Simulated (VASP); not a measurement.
# Zn (I4/mmm) in VASP: further runs

Zn is run at these levels: LDA; tasks: single point.

Everything below comes from runs of VASP 6.6.1. Logs are shortened: lines on timing, memory, paths and dates and some standing lists are left out, and cuts for length are marked.

### Step 1. The cell of the first run

It takes space group I4/mmm (No. 139, tetragonal). The conventional cell has a = 2.891 Å, b = 2.891 Å, c = 3.011 Å, α = 90.00°, β = 90.00°, γ = 90.00°. Within 3.4 Å of Zn (site symmetry 4/mmm) lie 14 Zn at 2.54 to 3.01 Å.

### Step 2. Single point, LDA (normal strain along x -0.0400, normal strain along z -0.0400)

Contents of INCAR:

```
PREC = Accurate
ENCUT = 520
EDIFF = 1E-6
ISMEAR = 0
SIGMA = 0.15
LREAL = False
LASPH = True
NELM = 80
ALGO = Normal
ISIF = 2
LWAVE = False
LCHARG = False
GGA = CA
NBANDS = 12
```

Contents of KPOINTS:

```
Automatic mesh
0
Gamma
  20 20 20
```

Contents of POSCAR:

```
Zn
1.0
   -1.4454131396      1.5056386871      1.4454131396
    1.4454131396     -1.5056386871      1.4454131396
    1.4454131396      1.5056386871     -1.4454131396
Zn
1
Direct
    0.0000000000      0.0000000000      0.0000000000
```

Potentials or basis: VASP PAW LDA potentials, release 64 (Zn).

On the command line:

```console
cat potpaw_LDA.64/Zn/POTCAR > POTCAR
mpirun -np 1 vasp_std > vasp.out
```

OUTCAR:

```text
PREC = Accurate
   ENCUT = 520
   EDIFF = 1E-6
   ISMEAR = 0
   LREAL = False
   LASPH = True
   NELM = 80
   ISIF = 2
   GGA = CA

 ion  position               nearest neighbor table
   1  0.000  0.000  0.000-

  LATTYP: Found a body centered tetragonal cell.
 ALAT       =     2.8908262792
 C/A-ratio  =     1.0416666667

  Lattice vectors:

 A1 = (  -1.4454131396,  -1.5056386871,   1.4454131396)
 A2 = (   1.4454131396,  -1.5056386871,  -1.4454131396)
 A3 = (   1.4454131396,   1.5056386871,   1.4454131396)

Analysis of symmetry for initial positions (statically):
=====================================================================
 Subroutine PRICEL returns:
 Original cell was already a primitive cell.

 Routine SETGRP: Setting up the symmetry group for a
 body centered tetragonal supercell.

 Subroutine GETGRP returns: Found 16 space group operations
 (whereof 16 operations were pure point group operations)
 out of a pool of 16 trial point group operations.

The static configuration has the point symmetry D_4h.

Analysis of symmetry for dynamics (positions and initial velocities):
=====================================================================
 Subroutine PRICEL returns:
 Original cell was already a primitive cell.

 Routine SETGRP: Setting up the symmetry group for a
 body centered tetragonal supercell.

 Subroutine GETGRP returns: Found 16 space group operations
 (whereof 16 operations were pure point group operations)
 out of a pool of 16 trial point group operations.

The dynamic configuration has the point symmetry D_4h.

 Subroutine INISYM returns: Found 16 space group operations
 (whereof 16 operations are pure point group operations),
 and found     1 'primitive' translations

----------------------------------------------------------------------------------------

                                     Primitive cell

  volume of cell :      12.5824

  direct lattice vectors                    reciprocal lattice vectors
    -1.445413140  1.505638687  1.445413140     0.000000000  0.332084984  0.345921859
     1.445413140 -1.505638687  1.445413140     0.345921859  0.000000000  0.345921859
     1.445413140  1.505638687 -1.445413140     0.345921859  0.332084984  0.000000000

  length of vectors
     2.538776505  2.538776505  2.538776505     0.479523064  0.489207384  0.479523064

  position of ions in fractional coordinates (direct lattice)
     0.000000000  0.000000000  0.000000000

  ion indices of the primitive-cell ions
   primitive index   ion index
                 1           1
[... 75 lines left out ...]
   NSW    =      0    number of steps for IOM
   IBRION =     -1    ionic relax: 0-MD 1-quasi-New 2-CG
   NFREE  =      0    steps in history (QN), initial steepest desc. (CG)
   ISIF   =      2    stress and relaxation
   ISYM   =      2    0-nonsym 1-usesym 2-fastsym
   POTIM  = 0.5000    time-step for ionic-motion
   TEBEG  =    0.0;   TEEND  =   0.0 temperature during run
   PSTRESS=    0.0 pullay stress
   NELECT =      12.0000    total number of electrons
   NUPDOWN=      -1.0000    fix difference up-down
   EMIN   =  10.00;   EMAX   =-10.00  energy-range for DOS
   EFERMI =   0.00;   METHOD = LEGACY
   ISMEAR =     0;   SIGMA  =   0.15  broadening in eV -4-tet -1-fermi 0-gaus
   EFERMI_NEDOS =   21; number of points for ismear=-14 and -15
   IALGO  =     38    algorithm
   IMIX   =      4    mixing-type and parameters
     AMIX     =   0.40;   BMIX     =  1.00
     AMIX_MAG =   1.60;   BMIX_MAG =  1.00
  volume/ion in A,a.u.               =      12.58        84.91
  Fermi-wavevector in a.u.,A,eV,Ry     =   1.611438  3.045177 35.330700  2.596733
  Thomas-Fermi vector in A             =   2.706828
   LORBIT       =      0    0 simple, 1 ext, 2 COOP (PROOUT), +10 PAW based schemes
   GGA     = CA    functional components
   LHFCALC =     F    Hartree Fock is set to
   AEXX    =    0.0000 exact exchange contribution
   IVDW    =     0    specifies the selected vdW correction
   LEPSILON=     F    determine dielectric tensor
   LRPA    =     F    only Hartree local field effects (RPA)
 non-spin polarized calculation
 Gauss-broadening in eV      SIGMA  =   0.15
  energy-cutoff  :      520.00
  volume of cell :       12.58
 maximum number of plane-waves:       362
   NGX =  9   NGY =  9   NGZ =  9

 number of electron      12.0000011 magnetization

 Free energy of the ion-electron system (eV)
  ---------------------------------------------------
  ext. energy  EPLUGINS =         0.00000000
  ---------------------------------------------------
  free energy    TOTEN  =        -1.74644682 eV

  energy without entropy =       -1.74341682  energy(sigma->0) =       -1.74493182

 E-fermi :   4.7175     XC(G=0): -12.9463

 val. band max:        4.7109596371   @ k =   0.4500   0.0000   0.0000
 cond. band min:       4.7264509139   @ k =  -0.4500  -0.4500   0.1500
 fundamental gap:      0.0154912768
 Fermi energy:         4.7175412889

 k-point     1 :       0.0000    0.0000    0.0000
  band No.  band energies     occupation
      1      -7.6223      2.00000
      2      -4.0330      2.00000
      3      -4.0330      2.00000
      4      -3.9302      2.00000
      5      -3.3337      2.00000
      6      -3.2401      2.00000
      7      26.4515      0.00000
      8      26.6393      0.00000
      9      26.6393      0.00000
     10      26.6456      0.00000
     11      28.0501      0.00000
     12      28.0501      0.00000
[... 331 lines left out ...]
 k-point    24 :      -0.4000    0.0500    0.0000
  band No.  band energies     occupation
      1      -4.9672      2.00000
      2      -4.3358      2.00000
      3      -3.3883      2.00000
      4      -3.2816      2.00000
      5      -3.0664      2.00000
      6      -1.7187      2.00000
      7       7.6962      0.00000
      8      17.6491      0.00000
      9      19.2046      0.00000
     10      23.1971      0.00000
     11      25.3238      0.00000
     12      32.2648      0.00000

 [... further k-points ...]
[... 5 lines left out ...]
  --------------------------------------------------------------------------------------
  -------------------------------------------------------------------------------------
  Total        0.7674798      0.9826810      0.7674798      0.0000000     -0.0000000      0.0000000
  in kB       97.7266016    125.1291156     97.7266016      0.0000000     -0.0000000      0.0000000
  external PRESSURE =     106.8607729 kB  Pullay stress =       0.0000000 kB

 VOLUME and BASIS-vectors are now :
 -----------------------------------------------------------------------------
  energy-cutoff  :      520.00
  volume of cell :       12.58
      direct lattice vectors                 reciprocal lattice vectors
    -1.445413140  1.505638687  1.445413140     0.000000000  0.332084984  0.345921859
     1.445413140 -1.505638687  1.445413140     0.345921859  0.000000000  0.345921859
     1.445413140  1.505638687 -1.445413140     0.345921859  0.332084984  0.000000000

 POSITION                                       TOTAL-FORCE (eV/Angst)
 -----------------------------------------------------------------------------------
      0.00000      0.00000      0.00000        -0.000000      0.000000     -0.000000
 -----------------------------------------------------------------------------------
    total drift:                                0.000000     -0.000000      0.000000

  FREE ENERGIE OF THE ION-ELECTRON SYSTEM (eV)
  ---------------------------------------------------
  free  energy   TOTEN  =        -1.7464468158 eV

  energy  without entropy=       -1.7434168221  energy(sigma->0) =       -1.74493182
```

OSZICAR:

```text
N       E                     dE             d eps       ncg     rms          rms(c)
DAV:   1     0.412504751188E+02    0.41250E+02   -0.65835E+03 16228   0.168E+03
DAV:   2    -0.761988934862E+00   -0.42012E+02   -0.39377E+02 15964   0.218E+02
DAV:   3    -0.192317497132E+01   -0.11612E+01   -0.11591E+01 17676   0.360E+01
DAV:   4    -0.192536340538E+01   -0.21884E-02   -0.21884E-02 16828   0.148E+00
DAV:   5    -0.192536473455E+01   -0.13292E-05   -0.13289E-05 17380   0.359E-02    0.450E+00
DAV:   6    -0.176630007364E+01    0.15906E+00   -0.78660E-01 17404   0.185E+01    0.308E+00
DAV:   7    -0.175241018817E+01    0.13890E-01   -0.16001E-02 16544   0.258E+00    0.156E+00
DAV:   8    -0.174646502176E+01    0.59452E-02   -0.18975E-03 19748   0.624E-01    0.291E-02
DAV:   9    -0.174644649853E+01    0.18523E-04   -0.10346E-04 23472   0.165E-01    0.236E-02
DAV:  10    -0.174644681584E+01   -0.31730E-06   -0.73852E-06 16236   0.465E-02
   1 F= -.17464468E+01 E0= -.17449318E+01  d E =-.302999E-02
```

It took 28 s on 1 thread of Intel Xeon 6975P-C (Granite Rapids), shared host; peak memory 0.2 GiB.

What came out:

```
Free energy            : -1.7464 eV
Pressure               : 10.7 GPa
Band gap on the k mesh : zero (band 6 reaches 8.21 eV, above the bottom of band 7 at 3.74 eV)
```

Caveat: the cell differs from its parent crystal (normal strain along x -0.0400, normal strain along z -0.0400).

### Step 3. Single point, LDA (normal strain along x -0.0267, normal strain along z -0.0267)

Contents of INCAR:

```
SYSTEM = Zn
ALGO = Normal
EDIFF = 1E-7
ENCUT = 520
GGA = CA
ISIF = 2
ISMEAR = 0
LASPH = .True.
LCHARG = .False.
LREAL = .False.
LWAVE = .False.
NBANDS = 12
NELM = 80
PREC = Accurate
SIGMA = 0.15
```

Contents of KPOINTS:

```
k-points
0
Gamma
  20 20 20
  0 0 0
```

Contents of POSCAR:

```
Zn
1.0
   -1.4654381342      1.5056386871      1.4654381342
    1.4654381342     -1.5056386871      1.4654381342
    1.4654381342      1.5056386871     -1.4654381342
Zn
1
Direct
    0.0000000000      0.0000000000      0.0000000000
```

Potentials or basis: VASP PAW LDA potentials, release 64 (Zn).

On the command line:

```console
cat potpaw_LDA.64/Zn/POTCAR > POTCAR
mpirun -np 1 vasp_std > vasp.out
```

Run time: 32 s. Hardware: 1 thread of Intel Xeon 6975P-C (Granite Rapids), shared host; peak memory 0.2 GiB.

Results (log left out):

| Property | Result |
| --- | --- |
| Free energy | -1.7640 eV |
| Pressure | 6.9 GPa |
| Band gap on the k mesh | zero (band 6 reaches 8.23 eV, above the bottom of band 7 at 3.48 eV) |

Stress tensor (GPa, compression positive):
```
6.36 0.00 0.00
0.00 7.84 0.00
0.00 0.00 6.36
```

Levels at points of the mesh, in eV from the Fermi level:
| k point | band 4 | band 5 | band 6 | band 7 | band 8 | band 9 |
| --- | --- | --- | --- | --- | --- | --- |
| (0.00, 0.00, 0.00) | -8.53 | -7.92 | -7.86 | 21.40 | 21.63 | 21.63 |
| (0.50, 0.00, 0.00) | -7.84 | -7.44 | -3.63 | -0.95 | 12.76 | 13.99 |
| (0.00, 0.50, 0.00) | -7.82 | -7.43 | -3.46 | -0.65 | 12.08 | 13.24 |
| (0.50, 0.50, 0.50) | -7.54 | -7.54 | 3.66 | 4.59 | 4.59 | 8.62 |

Caveat: the cell differs from its parent crystal (normal strain along x -0.0267, normal strain along z -0.0267).

### Step 4. Single point, LDA (normal strain along x -0.0400, normal strain along z +0.0000)

Contents of INCAR:

```
SYSTEM = Zn
ALGO = Fast
EDIFF = 1E-7
ENCUT = 520
GGA = CA
ISIF = 2
ISMEAR = 0
LASPH = .TRUE.
LCHARG = .FALSE.
LREAL = .FALSE.
LWAVE = .FALSE.
NBANDS = 12
NELM = 60
PREC = Accurate
SIGMA = 0.15
```

Contents of KPOINTS:

```
k-points
0
G
  20 20 20
  0 0 0
```

Contents of POSCAR:

```
Zn
1.0
   -1.4454131396      1.5056386871      1.5056386871
    1.4454131396     -1.5056386871      1.5056386871
    1.4454131396      1.5056386871     -1.5056386871
Zn
1
Direct
    0.0000000000      0.0000000000      0.0000000000
```

On the command line:

```console
cat potpaw_LDA.64/Zn/POTCAR > POTCAR
mpirun -np 1 vasp_std > vasp.out
```

Run time: 38 s. Hardware: 1 thread of Intel Xeon 6975P-C (Granite Rapids), shared host; peak memory 0.2 GiB.

It converged, with:

```yaml
Free_energy: -1.7718 eV
Pressure: 5.3 GPa
Band_gap_on_the_k_mesh: zero (band 6 reaches 8.11 eV, above the bottom of band 7 at 3.13 eV)
```

Stress tensor (GPa, compression positive):
```
3.79 0.00 0.00
0.00 6.05 0.00
0.00 0.00 6.05
```

Levels at points of the mesh, in eV from the Fermi level:
| k point | band 3 | band 4 | band 5 | band 6 | band 7 | band 8 | band 9 | band 10 |
| --- | --- | --- | --- | --- | --- | --- | --- | --- |
| (0.00, 0.00, 0.00) | -8.45 | -8.45 | -7.87 | -7.77 | 20.83 | 20.83 | 22.01 | 22.36 |
| (0.50, 0.00, 0.00) | -7.92 | -7.80 | -7.38 | -3.64 | -1.15 | 13.16 | 14.46 | 17.34 |
| (0.00, 0.50, 0.00) | -7.84 | -7.72 | -7.37 | -3.38 | -0.68 | 12.11 | 13.32 | 16.34 |
| (0.50, 0.50, 0.50) | -7.48 | -7.48 | -7.46 | 3.83 | 3.83 | 5.25 | 8.61 | 8.84 |

Caveat: the cell differs from its parent crystal (normal strain along x -0.0400, normal strain along z +0.0000).

### Step 5. Summary

```csv
cell,gap on the mesh (eV),pressure (GPa)
"a = 2.539 Å, angles 110.6, 107.3, 110.6°, 1 atom",none,10.7
"a = 2.562 Å, angles 110.2, 108.0, 110.2°, 1 atom",none,6.9
"a = 2.574 Å, angles 111.7, 108.4, 108.4°, 1 atom",none,5.3
```

Alike in all rows: task single point; level LDA; potentials or basis VASP PAW LDA potentials, release 64 (Zn); no spin polarisation; k mesh 20 × 20 × 20; cutoff (eV) 520; smearing gaussian 0.15 eV.

Absolute energies hang on the potentials; compare differences alone.
